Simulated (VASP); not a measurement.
Wanted: the native input for a VASP 6.6.1 run.

| Item | Value |
| --- | --- |
| Task | relaxation of cell and atoms |
| Functional | r2SCAN |
| Potentials or basis | VASP PAW PBE potentials, release 64 (Ru_pv) |
| Cutoff | 600 eV |
| k mesh | 11 × 11 × 6 |
| Occupations | fermi-dirac, width 0.05 eV |
| Spin | no spin polarisation |
| Target pressure | 30 GPa |
| Dipole correction | no |
| Further INCAR settings | ALGO = Normal; EDIFF = 1e-06; IBRION = 2; EDIFFG = -0.01; NSW = 60; ISIF = 3 |

Ru:

```
Ru
1.0
     2.70580    0.00000    0.00000
    -1.35290    2.34329    0.00000
     0.00000    0.00000    4.28190
Ru
2
Direct
  0.66667 0.33333 0.75000
  0.33333 0.66667 0.25000
```

These files were run (other wordings do the same):

POSCAR

```
Ru
1.0
    2.7058000000      0.0000000000      0.0000000000
   -1.3529000000      2.3432915376      0.0000000000
    0.0000000000      0.0000000000      4.2819000000
Ru
2
Direct
    0.6666666667      0.3333333333      0.7500000000
    0.3333333333      0.6666666667      0.2500000000
```

INCAR.step1

```
PREC = Accurate
ENCUT = 600
ISMEAR = -1
SIGMA = 0.05
LREAL = F
LASPH = T
NELM = 60
GGA = PE
ALGO = Normal
EDIFF = 1E-4
LWAVE = T
LCHARG = F
```

INCAR.step2

```
PREC = Accurate
ENCUT = 600
EDIFF = 1E-6
ISMEAR = -1
SIGMA = 0.05
LREAL = F
LASPH = T
NELM = 60
ALGO = Normal
ISIF = 3
LWAVE = F
LCHARG = F
METAGGA = R2SCAN
LMIXTAU = T
IBRION = 2
NSW = 60
EDIFFG = -0.01
PSTRESS = 300.0
ISTART = 1
```

KPOINTS

```
Automatic mesh
0
Gamma
  11 11 6
```

Potentials or basis: VASP PAW PBE potentials, release 64 (Ru_pv).

Run with:

```sh
$ cat potpaw_PBE.64/Ru_pv/POTCAR > POTCAR
$ cp INCAR.step1 INCAR
$ mpirun -np 1 vasp_std > vasp.out
$ cp INCAR.step2 INCAR
$ mpirun -np 1 vasp_std > vasp.out
```

It gave:

```
Relaxed volume                                             : 12.58 Å³/atom
Relaxed cell                                               : a = 2.636 Å, b = 2.636 Å, c = 4.181 Å, α = 90.00°, β = 90.00°, γ = 120.00°
Space group after relaxing (to 0.1 Å)                      : P6_3/mmc (No. 194)
Energy change on relaxing (the run minimises the enthalpy) : +84.7 meV/atom
Ionic steps                                                : 10
Pressure after relaxing                                    : 30.0 GPa
Band gap on the k mesh                                     : zero (bands 14 and 15 overlap by 3.59 eV)
```

Caveat: the cell is relaxed towards a set pressure, so the run minimises the enthalpy, not the energy; the PAW data sets were made with another functional, which shifts forces and pressure a little.

Run time: 13 min on 1 thread of Intel(R) Xeon(R) Platinum 8259CL CPU @ 2.50GHz (Skylake/Cascade Lake), with other jobs on the host, peak memory 0.2 GiB.
